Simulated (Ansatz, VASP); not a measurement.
# SrVO3 in VASP and in Ansatz

```
CELL_PARAMETERS angstrom
3.84090 0.00000 0.00000
0.00000 3.84090 0.00000
0.00000 0.00000 3.84090
ATOMIC_POSITIONS crystal
Sr 0.50000 0.50000 0.50000
V 0.00000 0.00000 0.00000
O 0.00000 0.00000 0.50000
O 0.00000 0.50000 0.00000
O 0.50000 0.00000 0.00000
```

Alike in both runs: functional BLYP; k mesh 7 × 7 × 7; occupations fermi-dirac, width 0.05 eV; collinear spin.

|  | VASP | Ansatz |
| --- | --- | --- |
| version | VASP 6.6.1 | Ansatz 0.2.0 |
| potentials or method | VASP PAW PBE potentials, release 64 (Sr_sv, V_sv, O) | Ansatz PAW |
| plane-wave cutoff (eV) | 520 | 420 |
| valence electrons in the cell | 41 | 41 |
| task | single point | band structure |

VASP gave:

```
gap on the k mesh at the Fermi level (eV) : none
pressure (GPa)                            : 9.3
net moment per atom (μB)                  : 0.00
```

Task: Which values does Ansatz return?

Result: gap on the k mesh at the Fermi level (eV): none; pressure (GPa): 8.4; net moment per atom (μB): 0.00.

VASP's potentials were made for PBE, not for BLYP. A gap of «none» marks a metal or a gap that the smearing closes. The functional is the same, so the differences come from potentials, cutoffs and numerics.
